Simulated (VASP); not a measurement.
Set up this calculation in VASP 6.6.1, as the native input.

* Task: single point
* Functional: PBE
* Potentials or basis: VASP PAW PBE potentials, release 64 (Ag)
* Cutoff: 520 eV
* k mesh: 10 × 10 × 10
* Occupations: fermi-dirac, width 0.02 eV
* Spin: no spin polarisation
* Dipole correction: no
* Further INCAR settings: ALGO = Normal; EDIFF = 1e-06; NBANDS = 12

The structure of Ag lies in POSCAR:

```
Ag
1.0
    0.0000000000      2.0756380368      2.0756380368
    2.0756380368      0.0000000000      2.0756380368
    2.0756380368      2.0756380368      0.0000000000
Ag
1
Direct
    0.0000000000      0.0000000000      0.0000000000
```

The input as run:

INCAR

```
ALGO = Normal
EDIFF = 1E-6
ENCUT = 520
GGA = PE
ISIF = 2
ISMEAR = -1
LASPH = T
LCHARG = T
LELF = T
LREAL = F
LVHAR = T
LWAVE = F
NBANDS = 12
NELM = 80
PREC = Accurate
SIGMA = 0.02
```

KPOINTS

```
k-points
0
Gamma
  10 10 10
```

Potentials or basis: VASP PAW PBE potentials, release 64 (Ag).

The run is started by

```bash
$ cat potpaw_PBE.64/Ag/POTCAR > POTCAR
$ mpirun -np 1 vasp_std > vasp.out
```

It gave:

```
Pressure : -0.1 GPa
```

It took 11 s on 1 thread of Intel(R) Xeon(R) Platinum 8375C CPU @ 2.90GHz (Ice Lake) (shared host), peak memory 0.14 GiB.
